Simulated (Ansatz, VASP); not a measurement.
**K2S in VASP and in Ansatz**

File INCAR:

```
ALGO     = Normal         # electronic algorithm
EDIFF    = 1E-6           # SCF threshold, eV
ENCUT    = 500            # plane-wave cutoff, eV
GGA      = RP             # functional
GGA_COMPAT= F            
ISIF     = 2              # what is computed and relaxed
ISMEAR   = 0              # smearing method
LASPH    = T              # aspherical terms in the spheres
LCHARG   = F              # write CHGCAR
LREAL    = F              # projectors in reciprocal space
LWAVE    = F              # write WAVECAR
NBANDS   = 19             # bands
NELM     = 120            # most SCF steps
PREC     = Accurate       # precision mode
SIGMA    = 0.05           # smearing width, eV
```

File KPOINTS:

```
k-points
0
Gamma
  6 6 6
```

File POSCAR:

```
K2S
1.0
    0.0000000000      3.7865665609      3.7865665609
    3.7865665609      0.0000000000      3.7865665609
    3.7865665609      3.7865665609      0.0000000000
K S
2 1
Direct
    0.2500000000      0.2500000000      0.2500000000
    0.7500000000      0.7500000000      0.7500000000
    0.0000000000      0.0000000000      0.0000000000
```

Input for Ansatz:

```yaml
crystal:
  lattice:
    - [0.0, 3.7865665609, 3.7865665609]
    - [3.7865665609, 0.0, 3.7865665609]
    - [3.7865665609, 3.7865665609, 0.0]
  atoms:
    - { symbol: K, position: [0.25, 0.25, 0.25] }
    - { symbol: K, position: [0.75, 0.75, 0.75] }
    - { symbol: S, position: [0.0, 0.0, 0.0] }
basis:
  ecutwfc: 420
  ecutrho_ratio: 4
kpoints:
  mp_grid: { grid: [6, 6, 6] }
hamiltonian:
  xc: rpbe
scf:
  occupations: { method: gaussian, width: 0.05 }
output:
  forces: true
  stress: true
  eigenvalues: true
```

Alike in both runs: task single point; functional RPBE; k mesh 6 × 6 × 6; occupations gaussian, width 0.05 eV; no spin polarisation.

|  | VASP | Ansatz |
| --- | --- | --- |
| version | VASP 6.6.1 | Ansatz 0.2.0 |
| potentials or method | VASP PAW PBE potentials, release 64 (K_sv, S), cutoff 500 eV | scalar-relativistic, plane waves, PAW |
| valence electrons in the cell | 24 | 24 |

```tsv
	VASP	Ansatz	Ansatz less VASP
gap on the k mesh at the Fermi level (eV)	2.46	2.46	-0.001
least direct gap on the mesh (eV)	2.59	2.59	+0.001
pressure (GPa)	0.3	0.3	-0.02
```

VASP's potentials were made for PBE, not for RPBE.
